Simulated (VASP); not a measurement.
# CdS (Cm) in VASP: further runs, part 2 of 2

VASP 6.6.1. The steps go on from the part before.

## 3. Single point, PBE

File INCAR:

```
PREC = Accurate
ENCUT = 520
EDIFF = 1E-7
ISMEAR = 0
SIGMA = 0.05
LREAL = False
LASPH = True
NELM = 80
ALGO = Normal
ISIF = 2
LWAVE = False
LCHARG = True
GGA = PE
LELF = True
LVHAR = True
NBANDS = 16
```

File KPOINTS:

```
regular mesh
0
Gamma
  8 8 8
```

File POSCAR:

```
CdS
1.0
    0.0000000000      2.9100000000      2.9100000000
    2.9100000000      0.0000000000      2.9100000000
    2.9100000000      2.9100000000      0.0000000000
Cd S
1 1
Direct
    0.0000000000      0.0000000000      0.0000000000
    0.7226633976      0.7500000000      0.7500000000
```

Potentials or basis: VASP PAW PBE potentials, release 64 (Cd, S).

Started as:

```
$ cat potpaw_PBE.64/Cd/POTCAR potpaw_PBE.64/S/POTCAR > POTCAR
$ mpirun -np 1 vasp_std > vasp.out
```

OUTCAR:

```text
PREC = Accurate
   ENCUT = 520
   EDIFF = 1E-7
   ISMEAR = 0
   LREAL = False
   LASPH = True
   NELM = 80
   ISIF = 2
   GGA = PE

 ion  position               nearest neighbor table
   1  0.000  0.000  0.000-   2 2.43   2 2.52   2 2.52   2 2.61
   2  0.723  0.750  0.750-   1 2.43   1 2.52   1 2.52   1 2.61

  LATTYP: Found a face centered cubic cell.
 ALAT       =     5.8200000000

  Lattice vectors:

 A1 = (   0.0000000000,   2.9100000000,   2.9100000000)
 A2 = (   2.9100000000,   0.0000000000,   2.9100000000)
 A3 = (   2.9100000000,   2.9100000000,   0.0000000000)

Analysis of symmetry for initial positions (statically):
=====================================================================
 Subroutine PRICEL returns:
 Original cell was already a primitive cell.

 Routine SETGRP: Setting up the symmetry group for a
 face centered cubic supercell.

 Subroutine GETGRP returns: Found  2 space group operations
 (whereof  2 operations were pure point group operations)
 out of a pool of 48 trial point group operations.

The static configuration has the point symmetry C_1h.

Analysis of symmetry for dynamics (positions and initial velocities):
=====================================================================
 Subroutine PRICEL returns:
 Original cell was already a primitive cell.

 Routine SETGRP: Setting up the symmetry group for a
 face centered cubic supercell.

 Subroutine GETGRP returns: Found  2 space group operations
 (whereof  2 operations were pure point group operations)
 out of a pool of 48 trial point group operations.

The dynamic configuration has the point symmetry C_1h.

 Subroutine INISYM returns: Found  2 space group operations
 (whereof  2 operations are pure point group operations),
 and found     1 'primitive' translations

----------------------------------------------------------------------------------------

                                     Primitive cell

  volume of cell :      49.2843

  direct lattice vectors                    reciprocal lattice vectors
     0.000000000  2.910000000  2.910000000    -0.171821306  0.171821306  0.171821306
     2.910000000  0.000000000  2.910000000     0.171821306 -0.171821306  0.171821306
     2.910000000  2.910000000  0.000000000     0.171821306  0.171821306 -0.171821306

  length of vectors
     4.115361467  4.115361467  4.115361467     0.297603232  0.297603232  0.297603232

  position of ions in fractional coordinates (direct lattice)
     0.000000000  0.000000000  0.000000000
     0.722663398  0.750000000  0.750000000

  ion indices of the primitive-cell ions
   primitive index   ion index
                 1           1
                 2           2

----------------------------------------------------------------------------------------

 KPOINTS: regular mesh

Automatic generation of k-mesh.
 Grid dimensions read from file:
 generate k-points for:    8    8    8

 Generating k-lattice:

  Cartesian coordinates                     Fractional coordinates (reciprocal lattice)
    -0.021477663  0.021477663  0.021477663     0.125000000  0.000000000  0.000000000
     0.021477663 -0.021477663  0.021477663     0.000000000  0.125000000  0.000000000
     0.021477663  0.021477663 -0.021477663     0.000000000  0.000000000  0.125000000

  Length of vectors
     0.037200404  0.037200404  0.037200404

  Shift w.r.t. Gamma in fractional coordinates (k-lattice)
     0.000000000  0.000000000  0.000000000

 Subroutine IBZKPT returns following result:
 ===========================================

 Found    150 irreducible k-points:

 Following reciprocal coordinates:
            Coordinates               Weight
  0.000000  0.000000  0.000000      1.000000
  0.125000  0.000000  0.000000      2.000000
  0.000000  0.125000  0.000000      4.000000
  0.125000  0.125000  0.125000      2.000000
  0.250000  0.000000  0.000000      2.000000
  0.000000  0.250000  0.000000      4.000000
[... 16 lines left out ...]
  0.375000  0.125000  0.000000      4.000000
  0.000000  0.375000  0.125000      4.000000
 [... further k-points ...]
   k-points           NKPTS =    150   k-points in BZ     NKDIM =    150   number of bands    NBANDS=     16
   number of dos      NEDOS =    301   number of ions     NIONS =      2
   total plane-waves  NPLWV =  32768
   dimension x,y,z NGX =    32 NGY =   32 NGZ =   32
   dimension x,y,z NGXF=    64 NGYF=   64 NGZF=   64
   ions per type =               1   1
   NGX,Y,Z   is equivalent  to a cutoff of  12.93, 12.93, 12.93 a.u.
   NGXF,Y,Z  is equivalent  to a cutoff of  25.85, 25.85, 25.85 a.u.
 SYSTEM =  unknown system
   PREC   = accura    normal or accurate (medium, high low for compatibility)
   ISTART =      0    job   : 0-new  1-cont  2-samecut
   ICHARG =      2    charge: 1-file 2-atom 10-const
   ISPIN  =      1    spin polarized calculation?
   LNONCOLLINEAR =      F non collinear calculations
   LSORBIT =      F    spin-orbit coupling
   LASPH  =      T    aspherical Exc in radial PAW
   ENCUT  =  520.0 eV  38.22 Ry    6.18 a.u.   7.65  7.65  7.65*2*pi/ulx,y,z
   NELM   =     80;   NELMIN=  2; NELMDL= -5     # of ELM steps
   EDIFF  = 0.1E-06   stopping-criterion for ELM
   LREAL  =      F    real-space projection
   EDIFFG = 0.1E-05   stopping-criterion for IOM
   NSW    =      0    number of steps for IOM
   IBRION =     -1    ionic relax: 0-MD 1-quasi-New 2-CG
   NFREE  =      0    steps in history (QN), initial steepest desc. (CG)
   ISIF   =      2    stress and relaxation
   ISYM   =      2    0-nonsym 1-usesym 2-fastsym
   POTIM  = 0.5000    time-step for ionic-motion
   TEBEG  =    0.0;   TEEND  =   0.0 temperature during run
   PSTRESS=    0.0 pullay stress
   NELECT =      18.0000    total number of electrons
   NUPDOWN=      -1.0000    fix difference up-down
   EMIN   =  10.00;   EMAX   =-10.00  energy-range for DOS
   EFERMI =   0.00;   METHOD = LEGACY
   ISMEAR =     0;   SIGMA  =   0.05  broadening in eV -4-tet -1-fermi 0-gaus
   EFERMI_NEDOS =   21; number of points for ismear=-14 and -15
   IALGO  =     38    algorithm
   IMIX   =      4    mixing-type and parameters
     AMIX     =   0.40;   BMIX     =  1.00
     AMIX_MAG =   1.60;   BMIX_MAG =  1.00
  volume/ion in A,a.u.               =      24.64       166.29
  Fermi-wavevector in a.u.,A,eV,Ry     =   1.170207  2.211371 18.631605  1.369384
  Thomas-Fermi vector in A             =   2.306669
   LORBIT       =      0    0 simple, 1 ext, 2 COOP (PROOUT), +10 PAW based schemes
   GGA     = PE    functional components
   LHFCALC =     F    Hartree Fock is set to
   AEXX    =    0.0000 exact exchange contribution
   IVDW    =     0    specifies the selected vdW correction
   LEPSILON=     F    determine dielectric tensor
   LRPA    =     F    only Hartree local field effects (RPA)
 non-spin polarized calculation
 Gauss-broadening in eV      SIGMA  =   0.05
  energy-cutoff  :      520.00
  volume of cell :       49.28
 maximum number of plane-waves:      1363
   NGX = 15   NGY = 15   NGZ = 15

 number of electron      18.0000004 magnetization

 Free energy of the ion-electron system (eV)
  ---------------------------------------------------
  ext. energy  EPLUGINS =         0.00000000
  ---------------------------------------------------
  free energy    TOTEN  =        -6.07978314 eV

  energy without entropy =       -6.07978314  energy(sigma->0) =       -6.07978314

 E-fermi :   1.6402     XC(G=0):  -9.1808

 val. band max:        1.3866912947   @ k =   0.0000   0.0000   0.0000
 cond. band min:       2.5502504055   @ k =   0.0000   0.0000   0.0000
 fundamental gap:      1.1635591109
 Fermi energy:         1.6401630989

 k-point     1 :       0.0000    0.0000    0.0000
  band No.  band energies     occupation
      1     -11.0571      2.00000
      2      -6.4745      2.00000
      3      -6.3976      2.00000
      4      -6.3135      2.00000
      5      -5.9075      2.00000
      6      -5.9048      2.00000
[... 8 lines left out ...]
     15      12.8263      0.00000
     16      12.8552      0.00000

 k-point     2 :       0.1250    0.0000    0.0000
  band No.  band energies     occupation
      1     -10.9909      2.00000
      2      -6.4240      2.00000
      3      -6.3666      2.00000
      4      -6.2854      2.00000
      5      -5.9104      2.00000
      6      -5.9087      2.00000
[... 8 lines left out ...]
     15      12.2248      0.00000
     16      13.3907      0.00000
[... 387 lines left out ...]
      5      -5.8766      2.00000
      6      -5.8388      2.00000
[... 8 lines left out ...]
     15      13.3832      0.00000
     16      13.5897      0.00000

 k-point    24 :       0.0000    0.3750    0.1250
  band No.  band energies     occupation
      1     -10.6963      2.00000
      2      -6.3082      2.00000
      3      -6.2451      2.00000
      4      -5.9851      2.00000
      5      -5.8748      2.00000
      6      -5.8000      2.00000
[... 8 lines left out ...]
     15      13.3748      0.00000
     16      13.5705      0.00000

 [... further k-points ...]
[... 5 lines left out ...]
  --------------------------------------------------------------------------------------
  -------------------------------------------------------------------------------------
  Total        1.2737930      1.2047728      1.2047728     -0.6073355      0.1315696     -0.6073355
  in kB       41.4095470     39.1657791     39.1657791    -19.7437807      4.2771767    -19.7437808
  external PRESSURE =      39.9137017 kB  Pullay stress =       0.0000000 kB

 VOLUME and BASIS-vectors are now :
 -----------------------------------------------------------------------------
  energy-cutoff  :      520.00
  volume of cell :       49.28
      direct lattice vectors                 reciprocal lattice vectors
     0.000000000  2.910000000  2.910000000    -0.171821306  0.171821306  0.171821306
     2.910000000  0.000000000  2.910000000     0.171821306 -0.171821306  0.171821306
     2.910000000  2.910000000  0.000000000     0.171821306  0.171821306 -0.171821306

 POSITION                                       TOTAL-FORCE (eV/Angst)
 -----------------------------------------------------------------------------------
      0.00000      0.00000      0.00000         0.134283     -0.436168     -0.436168
      4.36500      4.28545      4.28545        -0.134283      0.436168      0.436168
 -----------------------------------------------------------------------------------
    total drift:                               -0.000000      0.000028      0.000028

  FREE ENERGIE OF THE ION-ELECTRON SYSTEM (eV)
  ---------------------------------------------------
  free  energy   TOTEN  =        -6.0797831393 eV

  energy  without entropy=       -6.0797831393  energy(sigma->0) =       -6.07978314
```

It took 42 s on 1 thread of Intel Xeon 6975P-C (Granite Rapids), shared host; peak memory 0.25 GiB.

What came out:

* Free energy: -6.0798 eV
* Pressure: 4.0 GPa
* Largest force: 0.631 eV/Å
* Band gap on the k mesh: 1.16 eV, direct

Forces in eV/Å, atoms in the order of the input:
```
Cd   0.134 -0.436 -0.436
S   -0.134  0.436  0.436
```

Levels at points of the mesh, in eV from the valence-band top:
| k point | band 6 | band 7 | band 8 | band 9 | band 10 | band 11 | band 12 | band 13 |
| --- | --- | --- | --- | --- | --- | --- | --- | --- |
| (0.00, 0.00, 0.00) | -7.29 | -0.06 | 0.00 | 0.00 | 1.16 | 6.52 | 6.53 | 6.60 |
| (0.50, 0.00, 0.00) | -6.94 | -4.64 | -0.93 | -0.76 | 3.15 | 6.92 | 7.26 | 7.57 |
| (0.00, 0.50, 0.00) | -6.90 | -4.45 | -0.91 | -0.63 | 3.02 | 6.72 | 7.29 | 7.48 |
| (0.50, 0.50, 0.50) | -6.88 | -4.26 | -0.79 | -0.62 | 2.89 | 6.74 | 7.08 | 7.40 |
| (0.50, 0.50, 0.00) | -6.84 | -3.99 | -1.92 | -1.90 | 3.50 | 4.36 | 9.24 | 10.71 |
| (0.00, 0.50, 0.50) | -6.84 | -4.01 | -1.93 | -1.88 | 3.51 | 4.33 | 9.24 | 10.79 |

Caveat: the cell differs from its parent crystal (all S atoms moved +0.113 Å, as atom 2 towards its neighbour atom 2 (S) at 4.115 Å).

## 4. Single point, PBE

File INCAR:

```
PREC = Accurate ; ENCUT = 520
EDIFF = 1E-7 ; ISMEAR = 0
SIGMA = 0.05 ; LREAL = F
LASPH = T ; NELM = 80
ALGO = Normal ; ISIF = 2
LWAVE = F ; LCHARG = F
GGA = PE ; NBANDS = 16
```

KPOINTS is that of step 3.

POSCAR, as its differences from that of step 3:

```diff
@@ -9,2 +9,2 @@
     0.0000000000      0.0000000000      0.0000000000
-    0.7226633976      0.7500000000      0.7500000000
+    0.7408877992      0.7500000000      0.7500000000
```

Started as:

```
$ cat potpaw_PBE.64/Cd/POTCAR potpaw_PBE.64/S/POTCAR > POTCAR
$ mpirun -np 1 vasp_std > vasp.out
```

It took 40 s on 1 thread of Intel Xeon 6975P-C (Granite Rapids), shared host; peak memory 0.25 GiB.

The run converged. Its results:

```
Free energy            : -6.1103 eV
Pressure               : 3.7 GPa
Largest force          : 0.202 eV/Å
Band gap on the k mesh : 1.16 eV, direct
```

Forces on the atoms (eV/Å):
```
Cd   0.015 -0.143 -0.143
S   -0.015  0.143  0.143
```

Stress tensor (GPa, compression positive):
```
 3.72 -0.65 -0.65
-0.65  3.70  0.05
-0.65  0.05  3.70
```

Levels at points of the mesh, in eV from the valence-band top:
| k point | band 5 | band 6 | band 7 | band 8 | band 9 | band 10 | band 11 | band 12 | band 13 | band 14 |
| --- | --- | --- | --- | --- | --- | --- | --- | --- | --- | --- |
| (0.00, 0.00, 0.00) | -7.27 | -7.27 | -0.02 | -0.01 | 0.00 | 1.16 | 6.53 | 6.54 | 6.55 | 11.46 |
| (0.50, 0.00, 0.00) | -7.24 | -6.90 | -4.52 | -0.82 | -0.76 | 3.06 | 6.98 | 7.09 | 7.52 | 11.08 |
| (0.00, 0.50, 0.00) | -7.23 | -6.89 | -4.45 | -0.82 | -0.72 | 3.02 | 6.91 | 7.10 | 7.49 | 11.10 |
| (0.50, 0.50, 0.50) | -7.23 | -6.88 | -4.39 | -0.77 | -0.72 | 2.97 | 6.92 | 7.03 | 7.46 | 11.12 |
| (0.50, 0.50, 0.00) | -7.18 | -6.82 | -3.99 | -1.91 | -1.91 | 3.53 | 4.35 | 9.25 | 10.78 | 10.85 |
| (0.00, 0.50, 0.50) | -7.18 | -6.82 | -3.99 | -1.91 | -1.91 | 3.53 | 4.35 | 9.25 | 10.81 | 10.82 |

Caveat: the cell differs from its parent crystal (all S atoms moved +0.037 Å, as atom 2 towards its neighbour atom 2 (S) at 4.115 Å).
